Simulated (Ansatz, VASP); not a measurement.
**AlN: VASP beside Ansatz**

File POSCAR:

```
AlN
1.0
    0.0000000000      1.9145547394      2.2974656873
    1.9145547394      0.0000000000      2.2974656873
    1.9145547394      1.9145547394      0.0000000000
Al N
1 1
Direct
    0.5000000000      0.5000000000      0.5000000000
    0.0000000000      0.0000000000      0.0000000000
```

The input INCAR.step1:

```
SYSTEM = AlN
PREC = Accurate ; ENCUT = 520
ISMEAR = 0 ; SIGMA = 0.05
LREAL = .False. ; LASPH = .True.
NELM = 80 ; NBANDS = 11
GGA = PE ; ALGO = Normal
EDIFF = 1E-4 ; LWAVE = .True.
LCHARG = .False.
```

File INCAR.step2:

```
SYSTEM = AlN
PREC = Accurate ; ENCUT = 520
EDIFF = 1E-6 ; ISMEAR = 0
SIGMA = 0.05 ; LREAL = .False.
LASPH = .True. ; NELM = 80
ALGO = Normal ; ISIF = 2
LWAVE = .False. ; LCHARG = .False.
METAGGA = R2SCAN ; LMIXTAU = .True.
NBANDS = 11 ; ISTART = 1
```

The input KPOINTS:

```
Automatic mesh
0
Gamma
  10 10 10
  0 0 0
```

Input for Ansatz:

```yaml
crystal:
  lattice:
    - [0.0, 1.9145547394, 2.2974656873]
    - [1.9145547394, 0.0, 2.2974656873]
    - [1.9145547394, 1.9145547394, 0.0]
  atoms:
    - { symbol: Al, position: [0.5, 0.5, 0.5] }
    - { symbol: "N", position: [0.0, 0.0, 0.0] }
basis:
  ecutwfc: 500
kpoints:
  mp_grid: { grid: [10, 10, 10] }
hamiltonian:
  xc: r2scan
scf:
  occupations: { method: gaussian, width: 0.05 }
output:
  forces: true
  stress: true
  eigenvalues: true
```

Alike in both runs: task single point; functional r2SCAN; k mesh 10 × 10 × 10; occupations gaussian, width 0.05 eV; no spin polarisation.

```csv
,VASP,Ansatz
version,VASP 6.6.1,Ansatz 0.2.0
potentials or method,"VASP PAW PBE potentials, release 64 (Al, N), cutoff 520 eV","scalar-relativistic, plane waves, PAW"
valence electrons in the cell,8,8
```

```tsv
	VASP	Ansatz	Ansatz less VASP
gap on the k mesh at the Fermi level (eV)	4.76	4.77	+0.012
least direct gap on the mesh (eV)	5.22	5.20	-0.018
pressure (GPa)	7.9	8.5	+0.61
traceless stress, the component that is largest in VASP (GPa)	-25.98	-25.71	+0.271
```

VASP's potentials were made for PBE, not for r2SCAN.
